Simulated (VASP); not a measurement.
Write the native input for VASP 6.6.1 that does the following.

* Task: relaxation of cell and atoms
* Functional: LDA
* Potentials or basis: VASP PAW LDA potentials, release 64 (Sb)
* Cutoff: 600 eV
* k mesh: 12 × 12 × 12
* Occupations: fermi-dirac, width 0.1 eV
* Spin: no spin polarisation
* Dipole correction: no
* Further INCAR settings: ALGO = Normal; EDIFF = 1e-06; IBRION = 2; EDIFFG = -0.01; NSW = 80; ISIF = 3

The structure of Sb lies in POSCAR:

```
Sb
1.0
   -1.8941349331      1.8941349331      1.8941349331
    1.8941349331     -1.8941349331      1.8941349331
    1.8941349331      1.8941349331     -1.8941349331
Sb
1
Direct
    0.0000000000      0.0000000000      0.0000000000
```

One way to write it, as run:

INCAR

```
  ALGO = Normal
  EDIFF = 1E-6
  EDIFFG = -0.01
  ENCUT = 600
  IBRION = 2
  ISIF = 3
  ISMEAR = -1
  LASPH = True
  LCHARG = False
  LREAL = False
  LWAVE = False
  NELM = 80
  NSW = 80
  PREC = Accurate
  SIGMA = 0.1
```

KPOINTS

```
k-points
0
Gamma
  12 12 12
```

Potentials or basis: VASP PAW LDA potentials, release 64 (Sb).

Command:

```bash
$ cat potpaw_LDA.64/Sb/POTCAR > POTCAR
$ mpirun -np 1 vasp_std > vasp.out
```

Results of the run:

| Property | Result |
| --- | --- |
| Relaxed volume | 25.58 Å³/atom |
| Relaxed cell | a = 3.215 Å, b = 3.215 Å, c = 3.215 Å, α = 109.47°, β = 109.47°, γ = 109.47° |
| Space group after relaxing (to 0.05 Å) | Im-3m (No. 229) |
| Energy gained by relaxing | 20.7 meV/atom |
| Ionic steps | 3 |
| Pressure after relaxing | 0.0 GPa |

It took 13 s on 1 thread of Intel(R) Xeon(R) 6975P-C (Granite Rapids), with other jobs on the host, peak memory 0.15 GiB.
